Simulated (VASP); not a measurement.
# SnSe (P4/nmm) in VASP: further runs, part 2 of 2

VASP 6.6.1.

### Step 3. Single point, PBE

This run uses another cell than the first one, of 29.87 Å³/atom, 1.009 times its volume.

Input file INCAR:

```
PREC = Accurate
ENCUT = 520
EDIFF = 1E-6
ISMEAR = 0
SIGMA = 0.1
LREAL = False
LASPH = True
NELM = 100
ALGO = Normal
ISIF = 2
LWAVE = False
LCHARG = False
GGA = PE
NBANDS = 28
```

Input file KPOINTS:

```
regular mesh
0
Gamma
  4 4 4
```

Input file POSCAR:

```
SnSe
1.0
    5.1500228760      0.0000000000      0.0000000000
    0.0000000000      5.1500228760      0.0000000000
    0.0000000000      0.0000000000      4.5041933546
Sn Se
2 2
Direct
    0.0000000000      0.5000000000      0.2858338666
    0.5000000000      0.0000000000      0.7141661334
    0.0000000000      0.0000000000      0.0000000000
    0.5000000000      0.5000000000      0.0000000000
```

Potentials or basis: VASP PAW PBE potentials, release 64 (Sn_d, Se).

The run is started by

```bash
cat potpaw_PBE.64/Sn_d/POTCAR potpaw_PBE.64/Se/POTCAR > POTCAR
mpirun -np 1 vasp_std > vasp.out
```

Wall time 48 s (1 thread of Intel Xeon Platinum 8259CL at 2.50GHz (Skylake/Cascade Lake), shared host); peak memory 0.24 GiB.

Results (log left out):

* Free energy: -15.8507 eV
* Pressure: 0.1 GPa
* Largest force: 0.020 eV/Å
* Band gap on the k mesh: 0.81 eV, indirect (least direct gap 0.83 eV)

Forces on the atoms (eV/Å):
```
Sn   0.000  0.000  0.020
Sn   0.000  0.000 -0.020
Se   0.000  0.000  0.000
Se   0.000  0.000  0.000
```

Stress tensor (GPa, compression positive):
```
 0.18  0.00  0.00
 0.00  0.18  0.00
 0.00  0.00 -0.04
```

Levels at points of the mesh, in eV from the valence-band top:
```csv
k point,band 17,band 18,band 19,band 20,band 21,band 22,band 23,band 24
"(0.00, 0.00, 0.00)",-1.41,-1.41,-1.13,-0.69,1.34,3.00,4.30,4.30
"(0.50, 0.00, 0.00)",-1.87,-1.87,-0.52,-0.52,2.02,2.02,4.56,4.56
"(0.50, 0.50, 0.00)",-0.63,-0.63,-0.15,-0.15,0.93,0.93,3.15,3.15
"(0.00, 0.00, 0.50)",-1.60,-1.40,-1.40,-1.13,1.20,1.31,1.42,1.42
"(0.50, 0.00, 0.50)",-2.77,-2.77,-0.61,-0.61,2.60,2.60,2.91,2.91
"(0.50, 0.50, 0.50)",-2.69,-2.69,-0.07,-0.07,3.62,3.62,4.31,4.31
```

Caveat: spin-orbit coupling is left out, which moves the levels of the heavy elements.

### Step 4. Relaxation of cell and atoms, PBE

This run uses another cell than the first one, of 28.90 Å³/atom, 0.976 times its volume.

Input file INCAR:

```
SYSTEM = SnSe
PREC = Accurate
ENCUT = 600
EDIFF = 1E-7
ISMEAR = 0
SIGMA = 0.1
LREAL = .False.
LASPH = .True.
NELM = 100
ALGO = Normal
ISIF = 3
LWAVE = .False.
LCHARG = .False.
GGA = PE
IBRION = 2
NSW = 90
EDIFFG = -0.04
```

Input file KPOINTS:

```
Automatic mesh
0
Gamma
  4 4 4
  0 0 0
```

Input file POSCAR:

```
SnSe
1.0
    4.5057808760      0.0000000000      0.0000000000
    0.0000000000      4.5057808760      0.0000000000
    0.0000000000      0.0000000000      5.6934459438
Sn Se
2 2
Direct
    0.0000000000      0.5000000000      0.2351000000
    0.5000000000      0.0000000000      0.7649000000
    0.0000000000      0.0000000000      0.0000000000
    0.5000000000      0.5000000000      0.0000000000
```

The run is started by

```bash
cat potpaw_PBE.64/Sn_d/POTCAR potpaw_PBE.64/Se/POTCAR > POTCAR
mpirun -np 1 vasp_std > vasp.out
```

Run time: 28 min. Hardware: 1 thread of Intel Xeon Platinum 8259CL at 2.50GHz (Skylake/Cascade Lake), shared host; peak memory 0.28 GiB.

It converged, with:

```yaml
Free_energy: -15.8443 eV
Relaxed_volume: 30.46 Å³/atom
Relaxed_cell: a = 5.145 Å, b = 5.145 Å, c = 4.602 Å, α = 90.00°, β = 90.00°, γ = 90.00°
Space_group_after_relaxing_to_0.05_Å: P4/nmm (No. 129)
Energy_gained_by_relaxing: 426.3 meV/atom
Ionic_steps: 31
Pressure_after_relaxing: 0.1 GPa
Largest_force_after_relaxing: 0.038 eV/Å
Band_gap_on_the_k_mesh: 0.84 eV, direct
```

Forces in eV/Å, atoms in the order of the input:
```
Sn   0.000  0.000  0.038
Sn   0.000  0.000 -0.038
Se   0.000  0.000  0.000
Se   0.000  0.000  0.000
```

Stress tensor (GPa, compression positive):
```
 0.20  0.00  0.00
 0.00  0.20  0.00
 0.00  0.00 -0.20
```

The path:
| step | energy change (eV) | largest force (eV/Å) | pressure (GPa) | volume (Å³) |
| --- | --- | --- | --- | --- |
| 1 | 0.0000 | 2.7403 | 16.30 | 115.59 |
| 2 | -0.9371 | 1.4501 | -4.69 | 171.67 |
| 3 | -1.4921 | 0.3220 | -0.13 | 145.09 |
| 4 | -1.4920 | 0.2817 | 0.05 | 144.46 |
| 5 | -1.5254 | 0.1954 | 0.07 | 144.37 |
| 6 | -1.5921 | 0.0432 | -0.02 | 143.81 |
| 7 | -1.6116 | 0.1321 | -0.68 | 141.34 |
| 8 | -1.6221 | 0.0626 | -0.41 | 142.58 |
| 9 | -1.6260 | 0.2073 | 0.33 | 138.62 |
| 10 | -1.6264 | 0.1730 | 0.15 | 139.53 |
| 11 | -1.6319 | 0.1808 | 0.15 | 138.19 |
| 12 | -1.6483 | 0.2074 | 0.20 | 134.16 |
| 13 | -1.6736 | 0.2715 | 0.49 | 126.01 |
| 14 | -1.5741 | 0.3793 | 2.78 | 109.44 |
| 15 | -1.6661 | 0.3454 | 0.88 | 123.64 |
| 16 | -1.6647 | 0.3650 | 1.12 | 120.66 |
| 17 | -1.6684 | 0.3408 | 0.99 | 120.40 |
| 18 | -1.6749 | 0.2713 | 0.63 | 119.61 |
| 19 | -1.6690 | 0.1467 | 0.04 | 117.96 |
| 20 | -1.6754 | 0.2358 | 0.44 | 119.13 |
| 21 | -1.6781 | 0.2229 | 0.36 | 119.51 |
| 22 | -1.6850 | 0.1852 | 0.11 | 120.64 |
| 23 | -1.6926 | 0.1068 | -0.35 | 122.90 |
| 24 | -1.6935 | 0.0681 | -0.56 | 123.99 |
| 25 | -1.6988 | 0.0842 | -0.30 | 123.61 |
| 26 | -1.7012 | 0.1025 | -0.01 | 123.18 |
| 27 | -1.7012 | 0.1063 | 0.05 | 123.09 |
| 28 | -1.7021 | 0.0869 | -0.02 | 123.18 |
| 29 | -1.7034 | 0.0277 | -0.23 | 123.44 |
| 30 | -1.7042 | 0.0311 | -0.15 | 122.96 |
| 31 | -1.7051 | 0.0383 | 0.07 | 121.83 |

Final structure:
```yaml
crystal:
  lattice:
    - [5.14543, 0.00000, 0.00000]
    - [0.00000, 5.14543, 0.00000]
    - [0.00000, 0.00000, 4.60181]
  atoms:
    - { symbol: Sn, position: [0.00000, 0.50000, 0.27902] }
    - { symbol: Sn, position: [0.50000, 0.00000, 0.72098] }
    - { symbol: Se, position: [0.00000, 0.00000, 0.00000] }
    - { symbol: Se, position: [0.50000, 0.50000, 0.00000] }
```

Levels at points of the mesh, in eV from the valence-band top:
| k point | band 18 | band 19 | band 20 | band 21 | band 22 | band 23 |
| --- | --- | --- | --- | --- | --- | --- |
| (0.00, 0.00, 0.00) | -1.38 | -1.07 | -0.71 | 1.28 | 2.86 | 4.23 |
| (0.50, 0.00, 0.00) | -1.91 | -0.55 | -0.55 | 2.07 | 2.07 | 4.74 |
| (0.50, 0.50, 0.00) | -0.72 | -0.11 | -0.11 | 1.00 | 1.00 | 3.16 |
| (0.00, 0.00, 0.50) | -1.38 | -1.38 | -1.08 | 1.18 | 1.43 | 1.54 |
| (0.50, 0.00, 0.50) | -2.78 | -0.54 | -0.54 | 2.72 | 2.72 | 2.94 |
| (0.50, 0.50, 0.50) | -2.57 | -0.05 | -0.05 | 3.57 | 3.57 | 4.29 |

Caveat: spin-orbit coupling is left out, which moves the levels of the heavy elements. A k mesh can miss the band edges.

### Step 5. Single point, PBE

Input file INCAR:

```
SYSTEM = SnSe
  PREC = Accurate
  ENCUT = 520
  EDIFF = 1E-6
  ISMEAR = 0
  SIGMA = 0.02
  LREAL = .False.
  LASPH = .True.
  NELM = 100
  ALGO = Normal
  ISIF = 2
  LWAVE = .False.
  LCHARG = .True.
  GGA = PE
  LELF = .True.
  LVHAR = .True.
  NBANDS = 28
```

Input file KPOINTS:

```
regular mesh
0
Gamma
  6 6 6
  0 0 0
```

Input file POSCAR:

```
SnSe
1.0
    5.1733482413      0.0000000000      0.0000000000
    0.0000000000      5.1733482413      0.0000000000
    0.0000000000      0.0000000000      4.4256155057
Sn Se
2 2
Direct
    0.0000000000      0.5000000000      0.2877769196
    0.5000000000      0.0000000000      0.7122230804
    0.0000000000      0.0000000000      0.0000000000
    0.5000000000      0.5000000000      0.0000000000
```

The run is started by

```bash
cat potpaw_PBE.64/Sn_d/POTCAR potpaw_PBE.64/Se/POTCAR > POTCAR
mpirun -np 1 vasp_std > vasp.out
```

Run time: 1.7 min. Hardware: 1 thread of Intel Xeon Platinum 8259CL at 2.50GHz (Skylake/Cascade Lake), shared host; peak memory 0.29 GiB.

The run converged. Its results:

* Free energy: -15.8688 eV
* Pressure: 0.0 GPa
* Largest force: 0.009 eV/Å
* Band gap on the k mesh: 0.36 eV, indirect (least direct gap 0.53 eV)

Forces in eV/Å, atoms in the order of the input:
```
Sn   0.000  0.000  0.009
Sn   0.000  0.000 -0.009
Se   0.000  0.000  0.000
Se   0.000  0.000  0.000
```

Levels at points of the mesh, in eV from the valence-band top:
```csv
k point,band 17,band 18,band 19,band 20,band 21,band 22,band 23,band 24
"(0.00, 0.00, 0.00)",-1.52,-1.52,-1.20,-0.70,1.34,3.05,4.32,4.32
"(0.50, 0.00, 0.00)",-1.86,-1.86,-0.51,-0.51,1.93,1.93,4.57,4.57
"(0.50, 0.50, 0.00)",-0.59,-0.59,-0.26,-0.26,0.87,0.87,3.16,3.16
"(0.00, 0.00, 0.50)",-1.72,-1.48,-1.48,-1.26,1.13,1.18,1.31,1.31
"(0.50, 0.00, 0.50)",-2.83,-2.83,-0.71,-0.71,2.48,2.48,2.77,2.77
"(0.50, 0.50, 0.50)",-2.80,-2.80,-0.18,-0.18,3.55,3.55,4.25,4.25
```

Caveat: spin-orbit coupling is left out, which moves the levels of the heavy elements. A k mesh can miss the band edges.

### Step 6. The runs side by side

| task | cell | k mesh | cutoff (eV) | smearing | gap on the mesh (eV) | pressure (GPa) | relaxed volume (Å³/atom) | largest force (eV/Å) |
| --- | --- | --- | --- | --- | --- | --- | --- | --- |
| relaxation of cell and atoms | relaxed from a = 5.173, b = 5.173, c = 4.426 Å, 4 atoms | 8 × 8 × 8 | 600 | gaussian 0.02 eV | 0.44 | 0.0 | 29.66 | 0.01 |
| single point | a = 5.150, b = 5.150, c = 4.504 Å, 4 atoms | 4 × 4 × 4 | 520 | gaussian 0.1 eV | 0.81 | 0.1 | - | 0.02 |
| relaxation of cell and atoms | relaxed from a = 4.506, b = 4.506, c = 5.693 Å, 4 atoms | 4 × 4 × 4 | 600 | gaussian 0.1 eV | 0.84 | 0.1 | 30.46 | 0.04 |
| single point | a = 5.173, b = 5.173, c = 4.426 Å, 4 atoms | 6 × 6 × 6 | 520 | gaussian 0.02 eV | 0.36 | 0.0 | - | 0.01 |

Alike in all rows: level PBE; potentials or basis VASP PAW PBE potentials, release 64 (Sn_d, Se); no spin polarisation.

Caveats: spin-orbit coupling is left out, which moves the levels of the heavy elements.

Total energies depend on the potentials used, so only differences within one code and one set of settings carry meaning.
